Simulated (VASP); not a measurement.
# Ni in VASP: a series of runs

Runs on Ni. Level: PBE. Tasks: single point.

Everything below comes from runs of VASP 6.6.1. Logs are shortened: lines on timing, memory, paths and dates and some standing lists are left out, and cuts for length are marked.

## 1. The cell of the first run

The cell holds a slab with vacuum, 6 atoms: a = 2.488 Å, b = 2.488 Å, c = 17.097 Å, α = 90.00°, β = 90.00°, γ = 120.00°.

## 2. Single point, PBE, collinear spin, ferromagnetic start

INCAR

```
SYSTEM = Ni
PREC = Accurate
ENCUT = 520
EDIFF = 1E-7
ISMEAR = -1
SIGMA = 0.05
LREAL = .FALSE.
LASPH = .TRUE.
NELM = 150
ALGO = Normal
ISIF = 2
LWAVE = .FALSE.
LCHARG = .FALSE.
ISPIN = 2
MAGMOM = 1 1 1 1 1 1
LORBIT = 11
LMAXMIX = 4
LDIPOL = .TRUE.
IDIPOL = 3
DIPOL = 0.5 0.5 0.500
GGA = PE
NBANDS = 43
```

KPOINTS

```
Automatic mesh
0
G
  19 19 1
  0 0 0
```

POSCAR

```
Ni
1.0
    2.4880369134      0.0000000000      0.0000000000
   -1.2440184567      2.1547031725      0.0000000000
    0.0000000000      0.0000000000     17.0974000000
Ni
6
Direct
    0.1666666667      0.3333333333      0.2047090529
    0.5000000000      1.0000000000      0.3218757205
    0.8333333333      0.6666666667      0.4405152161
    0.1666666667      0.3333333333      0.5594796692
    0.5000000000      1.0000000000      0.6781214222
    0.8333333333      0.6666666667      0.7952909471
```

Potentials or basis: VASP PAW PBE potentials, release 64 (Ni).

The run is started by

```console
$ cat potpaw_PBE.64/Ni/POTCAR > POTCAR
$ mpirun -np 1 vasp_std > vasp.out
```

OUTCAR:

```text
SYSTEM = Ni
   PREC = Accurate
   ENCUT = 520
   EDIFF = 1E-7
   ISMEAR = -1
   LREAL = .FALSE.
   LASPH = .TRUE.
   NELM = 150
   ISIF = 2
   ISPIN = 2
   LORBIT = 11
   GGA = PE

 ion  position               nearest neighbor table
   1  0.167  0.333  0.205-   2 2.47   2 2.47   2 2.47
   2  0.500  0.000  0.322-   1 2.47   1 2.47   1 2.47   3 2.49   3 2.49   3 2.49
   3  0.833  0.667  0.441-   2 2.49   2 2.49   2 2.49   4 2.49   4 2.49   4 2.49
   4  0.167  0.333  0.559-   5 2.49   5 2.49   5 2.49   3 2.49   3 2.49   3 2.49
   5  0.500  0.000  0.678-   6 2.47   6 2.47   6 2.47   4 2.49   4 2.49   4 2.49
   6  0.833  0.667  0.795-   5 2.47   5 2.47   5 2.47

  LATTYP: Found a hexagonal cell.
 ALAT       =     2.4880369134
 C/A-ratio  =     6.8718433830

  Lattice vectors:

 A1 = (   2.4880369134,   0.0000000000,   0.0000000000)
 A2 = (  -1.2440184567,   2.1547031725,   0.0000000000)
 A3 = (   0.0000000000,   0.0000000000,  17.0974000000)

Analysis of symmetry for initial positions (statically):
=====================================================================
 Subroutine PRICEL returns:
 Original cell was already a primitive cell.

 Routine SETGRP: Setting up the symmetry group for a
 hexagonal supercell.

 Subroutine GETGRP returns: Found 12 space group operations
 (whereof  4 operations were pure point group operations)
 out of a pool of 24 trial point group operations.

The static configuration has the point symmetry C_2h.
 The point group associated with its full space group is D_3d.

Analysis of symmetry for dynamics (positions and initial velocities):
=====================================================================
 Subroutine PRICEL returns:
 Original cell was already a primitive cell.

 Routine SETGRP: Setting up the symmetry group for a
 hexagonal supercell.

 Subroutine GETGRP returns: Found 12 space group operations
 (whereof  4 operations were pure point group operations)
 out of a pool of 24 trial point group operations.

The dynamic configuration has the point symmetry C_2h.
 The point group associated with its full space group is D_3d.

Analysis of structural, dynamic, and magnetic symmetry:
=====================================================================
 Subroutine PRICEL returns:
 Original cell was already a primitive cell.

 Routine SETGRP: Setting up the symmetry group for a
 hexagonal supercell.

 Subroutine GETGRP returns: Found 12 space group operations
 (whereof  4 operations were pure point group operations)
 out of a pool of 24 trial point group operations.

The overall configuration has the point symmetry C_2h.
 The point group associated with its full space group is D_3d.

 Subroutine INISYM returns: Found 12 space group operations
 (whereof  4 operations are pure point group operations),
 and found     1 'primitive' translations

----------------------------------------------------------------------------------------

                                     Primitive cell

  volume of cell :      91.6588

  direct lattice vectors                    reciprocal lattice vectors
     2.488036913  0.000000000  0.000000000     0.401923297  0.232050524  0.000000000
    -1.244018457  2.154703173  0.000000000     0.000000000  0.464101048  0.000000000
     0.000000000  0.000000000 17.097400000     0.000000000  0.000000000  0.058488425

  length of vectors
     2.488036913  2.488036913 17.097400000     0.464101048  0.464101048  0.058488425

  position of ions in fractional coordinates (direct lattice)
     0.166666667  0.333333333  0.204709053
     0.500000000  0.000000000  0.321875721
     0.833333333  0.666666667  0.440515216
     0.166666667  0.333333333  0.559479669
     0.500000000  0.000000000  0.678121422
     0.833333333  0.666666667  0.795290947

  ion indices of the primitive-cell ions
   primitive index   ion index
                 1           1
                 2           2
                 3           3
                 4           4
[... 54 lines left out ...]
  0.315789  0.105263  0.000000     12.000000
 [... further k-points ...]
   k-points           NKPTS =     40   k-points in BZ     NKDIM =     40   number of bands    NBANDS=     43
   number of dos      NEDOS =    301   number of ions     NIONS =      6
   total plane-waves  NPLWV =  51200
   dimension x,y,z NGX =    20 NGY =   20 NGZ =  128
   dimension x,y,z NGXF=    40 NGYF=   40 NGZF=  256
   ions per type =               6
   NGX,Y,Z   is equivalent  to a cutoff of  13.36, 13.36, 12.45 a.u.
   NGXF,Y,Z  is equivalent  to a cutoff of  26.73, 26.73, 24.89 a.u.
 SYSTEM =  Ni
   PREC   = accura    normal or accurate (medium, high low for compatibility)
   ISTART =      0    job   : 0-new  1-cont  2-samecut
   ICHARG =      2    charge: 1-file 2-atom 10-const
   ISPIN  =      2    spin polarized calculation?
   LNONCOLLINEAR =      F non collinear calculations
   LSORBIT =      F    spin-orbit coupling
   LASPH  =      T    aspherical Exc in radial PAW
   ENCUT  =  520.0 eV  38.22 Ry    6.18 a.u.   4.63  4.63 31.79*2*pi/ulx,y,z
   NELM   =    150;   NELMIN=  2; NELMDL= -5     # of ELM steps
   EDIFF  = 0.1E-06   stopping-criterion for ELM
   LREAL  =      F    real-space projection
   EDIFFG = 0.1E-05   stopping-criterion for IOM
   NSW    =      0    number of steps for IOM
   IBRION =     -1    ionic relax: 0-MD 1-quasi-New 2-CG
   NFREE  =      0    steps in history (QN), initial steepest desc. (CG)
   ISIF   =      2    stress and relaxation
   ISYM   =      2    0-nonsym 1-usesym 2-fastsym
   POTIM  = 0.5000    time-step for ionic-motion
   TEBEG  =    0.0;   TEEND  =   0.0 temperature during run
   PSTRESS=    0.0 pullay stress
   NELECT =      60.0000    total number of electrons
   NUPDOWN=      -1.0000    fix difference up-down
   EMIN   =  10.00;   EMAX   =-10.00  energy-range for DOS
   EFERMI =   0.00;   METHOD = LEGACY
   ISMEAR =    -1;   SIGMA  =   0.05  broadening in eV -4-tet -1-fermi 0-gaus
   EFERMI_NEDOS =   21; number of points for ismear=-14 and -15
   IALGO  =     38    algorithm
   IMIX   =      4    mixing-type and parameters
     AMIX     =   0.40;   BMIX     =  1.00
     AMIX_MAG =   1.60;   BMIX_MAG =  1.00
  volume/ion in A,a.u.               =      15.28       103.09
  Fermi-wavevector in a.u.,A,eV,Ry     =   1.421457  2.686165 27.491125  2.020541
  Thomas-Fermi vector in A             =   2.542265
   LORBIT       =     11    0 simple, 1 ext, 2 COOP (PROOUT), +10 PAW based schemes
   GGA     = PE    functional components
   LHFCALC =     F    Hartree Fock is set to
   AEXX    =    0.0000 exact exchange contribution
   IVDW    =     0    specifies the selected vdW correction
   LEPSILON=     F    determine dielectric tensor
   LRPA    =     F    only Hartree local field effects (RPA)
 spin polarized calculation
  energy-cutoff  :      520.00
  volume of cell :       91.66
 maximum number of plane-waves:      2494
 NGX is ok and might be reduce to    20
   NGX =  9   NGY =  9   NGZ = 63

 number of electron      60.0000019 magnetization       3.8765516

 dipolmoment           0.000000      0.000000      0.000523 electrons x Angstroem

 Free energy of the ion-electron system (eV)
  ---------------------------------------------------
  ext. energy  EPLUGINS =         0.00000000
  ---------------------------------------------------
  free energy    TOTEN  =       -31.58122734 eV

  energy without entropy =      -31.49105814  energy(sigma->0) =      -31.53614274

 E-fermi :   5.3169     XC(G=0): -10.3381

 val. band max:        5.3149953064   @ k =   0.4737   0.0526   0.0000
 cond. band min:       5.3181654399   @ k =   0.2105   0.1579   0.0000
 fundamental gap:      0.0031701336
 Fermi energy:         5.3169016256

 spin component 1

 k-point     1 :       0.0000    0.0000    0.0000
  band No.  band energies     occupation
      1      -3.4849      1.00000
      2      -2.8226      1.00000
      3      -1.7697      1.00000
      4      -0.5880      1.00000
      5       0.2275      1.00000
      6       0.4541      1.00000
[... 1069 lines left out ...]
     41      14.9714      0.00000
     42      15.7724      0.00000

 [... further k-points ...]

 spin component 2

 k-point     1 :       0.0000    0.0000    0.0000
  band No.  band energies     occupation
      1      -3.5236      1.00000
      2      -2.8591      1.00000
      3      -1.7930      1.00000
      4      -0.5472      1.00000
      5       0.4540      1.00000
      6       0.8445      1.00000
[... 1069 lines left out ...]
     41      15.0603      0.00000
     42      15.9146      0.00000

 [... further k-points ...]

 [bands above 42 left out]

------------------------ aborting loop because EDIFF is reached ----------------------------------------

 vacuum level on the upper side and lower side of the slab       (xc-potential included)        -1.753        -1.770

  FORCE on cell =-STRESS in cart. coord.  units (eV):
  Direction    XX          YY          ZZ          XY          YZ          ZX
  --------------------------------------------------------------------------------------
  -------------------------------------------------------------------------------------
  Total       -1.3996499     -1.3996499     -0.0306753      0.0000000     -0.0000000      0.0000000
  in kB      -24.4655876    -24.4655876     -0.5361977      0.0000000     -0.0000000      0.0000000
  external PRESSURE =     -16.4891243 kB  Pullay stress =       0.0000000 kB

 VOLUME and BASIS-vectors are now :
 -----------------------------------------------------------------------------
  energy-cutoff  :      520.00
  volume of cell :       91.66
      direct lattice vectors                 reciprocal lattice vectors
     2.488036913  0.000000000  0.000000000     0.401923297  0.232050524  0.000000000
    -1.244018457  2.154703173  0.000000000     0.000000000  0.464101048  0.000000000
     0.000000000  0.000000000 17.097400000     0.000000000  0.000000000  0.058488425

 POSITION                                       TOTAL-FORCE (eV/Angst)
 -----------------------------------------------------------------------------------
      0.00000      0.71823      3.49999         0.000000     -0.000000      0.000270
      1.24402      0.00000      5.50324        -0.000000      0.000000      0.002336
      1.24402      1.43647      7.53166         0.000000      0.000000      0.002762
      0.00000      0.71823      9.56565         0.000000      0.000000     -0.002762
      1.24402      0.00000     11.59411        -0.000000      0.000000     -0.002336
      1.24402      1.43647     13.59741        -0.000000      0.000000     -0.000270
 -----------------------------------------------------------------------------------
    total drift:                               -0.000000     -0.000000      0.085851

  FREE ENERGIE OF THE ION-ELECTRON SYSTEM (eV)
  ---------------------------------------------------
  free  energy   TOTEN  =       -31.5812273424 eV

  energy  without entropy=      -31.4910581389  energy(sigma->0) =      -31.53614274

 vacuum level on the upper side and lower side of the slab         8.610         8.592

 total charge

# of ion       s       p       d       tot
------------------------------------------
    1        0.491   0.385   8.309   9.185
    2        0.496   0.500   8.317   9.313
    3        0.498   0.496   8.315   9.309
    4        0.498   0.496   8.315   9.309
    5        0.496   0.500   8.317   9.313
    6        0.491   0.385   8.309   9.185
--------------------------------------------------
tot          2.969   2.764  49.882  55.615

 magnetization (x)

# of ion       s       p       d       tot
------------------------------------------
    1       -0.006  -0.025   0.703   0.672
    2       -0.007  -0.027   0.707   0.673
    3       -0.007  -0.026   0.671   0.638
    4       -0.007  -0.026   0.671   0.638
    5       -0.007  -0.027   0.707   0.673
    6       -0.006  -0.025   0.703   0.672
--------------------------------------------------
tot         -0.039  -0.156   4.162   3.967
```

It took 11 min on 1 thread of Intel Xeon Platinum 8488C (Sapphire Rapids), shared host; peak memory 0.39 GiB.

Results:

```yaml
Free_energy: -31.5812 eV
Net_moment: 3.88 μB per cell
Site_moments: Ni +0.67, +0.64 (each value once) μB
Valence_electrons_inside_the_program's_atomic_spheres: Ni 9.19, 9.31 (each value once)
```

Forces in eV/Å, atoms in the order of the input:
```
Ni   0.000  0.000  0.000
Ni   0.000  0.000  0.002
Ni   0.000  0.000  0.003
Ni   0.000  0.000 -0.003
Ni   0.000  0.000 -0.002
Ni   0.000  0.000  0.000
```

## 3. Single point, PBE, collinear spin, ferromagnetic start

This run uses another cell than the first one.

INCAR is that of step 2.

KPOINTS is that of step 2.

POSCAR

```
Ni
1.0
    2.4880369134      0.0000000000      0.0000000000
   -1.2440184567      2.1547031725      0.0000000000
    0.0000000000      0.0000000000     26.1574000000
Ni
6
Direct
    0.1666666667      0.3333333333      0.3069882815
    0.5000000000      1.0000000000      0.3835725514
    0.8333333333      0.6666666667      0.4611195138
    0.1666666667      0.3333333333      0.5388788798
    0.5000000000      1.0000000000      0.6164273176
    0.8333333333      0.6666666667      0.6930134552
```

Potentials or basis: VASP PAW PBE potentials, release 64 (Ni).

The run is started by

```console
$ cat potpaw_PBE.64/Ni/POTCAR > POTCAR
$ mpirun -np 1 vasp_std > vasp.out
```

OUTCAR:

```text
SYSTEM = Ni
   PREC = Accurate
   ENCUT = 520
   EDIFF = 1E-7
   ISMEAR = -1
   LREAL = .FALSE.
   LASPH = .TRUE.
   NELM = 150
   ISIF = 2
   ISPIN = 2
   LORBIT = 11
   GGA = PE

 ion  position               nearest neighbor table
   1  0.167  0.333  0.307-   2 2.47   2 2.47   2 2.47
   2  0.500  0.000  0.384-   1 2.47   1 2.47   1 2.47   3 2.49   3 2.49   3 2.49
   3  0.833  0.667  0.461-   2 2.49   2 2.49   2 2.49   4 2.49   4 2.49   4 2.49
   4  0.167  0.333  0.539-   5 2.49   5 2.49   5 2.49   3 2.49   3 2.49   3 2.49
   5  0.500  0.000  0.616-   6 2.47   6 2.47   6 2.47   4 2.49   4 2.49   4 2.49
   6  0.833  0.667  0.693-   5 2.47   5 2.47   5 2.47

  LATTYP: Found a hexagonal cell.
 ALAT       =     2.4880369134
 C/A-ratio  =    10.5132684564
[... 2411 lines left out ...]
      1.24402      0.00000     10.03326        -0.000000      0.000000      0.002608
      1.24402      1.43647     12.06169         0.000000     -0.000000      0.002186
      0.00000      0.71823     14.09567        -0.000000      0.000000     -0.002186
      1.24402      0.00000     16.12414        -0.000000      0.000000     -0.002608
      1.24402      1.43647     18.12743         0.000000     -0.000000     -0.000935
 -----------------------------------------------------------------------------------
    total drift:                                0.000000     -0.000000      0.057358

  FREE ENERGIE OF THE ION-ELECTRON SYSTEM (eV)
  ---------------------------------------------------
  free  energy   TOTEN  =       -31.5805699654 eV

  energy  without entropy=      -31.4901777196  energy(sigma->0) =      -31.53537384

 vacuum level on the upper side and lower side of the slab         6.631         6.620

 total charge

# of ion       s       p       d       tot
------------------------------------------
    1        0.491   0.385   8.308   9.185
    2        0.496   0.500   8.317   9.313
    3        0.498   0.496   8.315   9.309
    4        0.498   0.496   8.315   9.309
    5        0.496   0.500   8.317   9.313
    6        0.491   0.385   8.308   9.185
--------------------------------------------------
tot          2.969   2.764  49.882  55.615

 magnetization (x)

# of ion       s       p       d       tot
------------------------------------------
    1       -0.006  -0.025   0.703   0.673
    2       -0.007  -0.027   0.707   0.674
    3       -0.007  -0.026   0.671   0.638
    4       -0.007  -0.026   0.671   0.638
    5       -0.007  -0.027   0.707   0.674
    6       -0.006  -0.025   0.703   0.673
--------------------------------------------------
tot         -0.039  -0.156   4.162   3.968
```

Wall time 39 min (1 thread of Oxide Virtual Turin-like, shared host); peak memory 0.48 GiB.

What came out:

```yaml
Free_energy: -31.5806 eV
Net_moment: 3.88 μB per cell
Site_moments: Ni +0.67, +0.64 (each value once) μB
Valence_electrons_inside_the_program's_atomic_spheres: Ni 9.19, 9.31 (each value once)
```

Forces on the atoms (eV/Å):
```
Ni   0.000  0.000  0.001
Ni   0.000  0.000  0.003
Ni   0.000  0.000  0.002
Ni   0.000  0.000 -0.002
Ni   0.000  0.000 -0.003
Ni   0.000  0.000 -0.001
```

## 4. Single point, PBE, collinear spin, ferromagnetic start

This run uses another cell than the first one.

Edit INCAR of step 3 so:

```diff
@@ -12,3 +12,3 @@
 LWAVE = .FALSE.
-LCHARG = .FALSE.
+LCHARG = .TRUE.
 ISPIN = 2
@@ -21,2 +21,5 @@
 GGA = PE
+LELF = .TRUE.
+LVHAR = .TRUE.
+LVACPOTAV = .TRUE.
 NBANDS = 43
```

KPOINTS

```
regular mesh
0
G
  19 19 1
  0 0 0
```

POSCAR

```
Ni
1.0
    2.4880369134      0.0000000000      0.0000000000
   -1.2440184567      2.1547031725      0.0000000000
    0.0000000000      0.0000000000     26.1574000000
Ni
6
Direct
    0.1666666665      0.3333333335      0.3058414029
    0.5000000005      0.9999999995      0.3835048416
    0.8333333335      0.6666666665      0.4611682803
    0.1666666665      0.3333333335      0.5388317190
    0.5000000005      0.9999999995      0.6164951584
    0.8333333335      0.6666666665      0.6941585971
```

The run is started by

```console
$ cat potpaw_PBE.64/Ni/POTCAR > POTCAR
$ mpirun -np 1 vasp_std > vasp.out
```

Run time: 31 min. Hardware: 1 thread of Oxide Virtual Turin-like, shared host; peak memory 0.48 GiB.

Results (log left out):

```
Free energy                                           : -31.5759 eV
Largest force                                         : 0.151 eV/Å
Net moment                                            : 3.88 μB per cell
Site moments                                          : Ni +0.67, +0.64 (each value once) μB
Valence electrons inside the program's atomic spheres : Ni 9.17, 9.30, 9.31 (each value once)
```

Forces in eV/Å, atoms in the order of the input:
```
Ni   0.000  0.000  0.151
Ni   0.000  0.000 -0.124
Ni   0.000  0.000 -0.034
Ni   0.000  0.000  0.034
Ni   0.000  0.000  0.124
Ni   0.000  0.000 -0.151
```

Levels at points of the mesh, in eV from the Fermi level:
Spin up:
```csv
k point,band 28,band 29,band 30,band 31,band 32,band 33,band 34,band 35,band 36,band 37
"(0.00, 0.00, 0.00)",-1.16,-1.16,-0.91,-0.91,-0.70,-0.70,-0.62,-0.62,-0.31,0.16
```
Spin down:
```tsv
k point	band 24	band 25	band 26	band 27	band 28	band 29
(0.00, 0.00, 0.00)	-0.69	-0.69	-0.64	-0.64	-0.48	-0.48
```

## 5. Overview

```tsv
cell	gap on the mesh (eV)	moment (μB)
a = 2.488, b = 2.488, c = 17.097 Å, angles 90.0, 90.0, 120.0°, 6 atoms, atomic positions A	none	3.88
a = 2.488, b = 2.488, c = 26.157 Å, angles 90.0, 90.0, 120.0°, 6 atoms, atomic positions A	none	3.88
a = 2.488, b = 2.488, c = 26.157 Å, angles 90.0, 90.0, 120.0°, 6 atoms, atomic positions B	none	3.88
```

Alike in all rows: task single point; level PBE; potentials or basis VASP PAW PBE potentials, release 64 (Ni); spin collinear, ferromagnetic start; k mesh 19 × 19 × 1; cutoff (eV) 520; smearing fermi-dirac 0.05 eV.

Absolute energies hang on the potentials; compare differences alone.
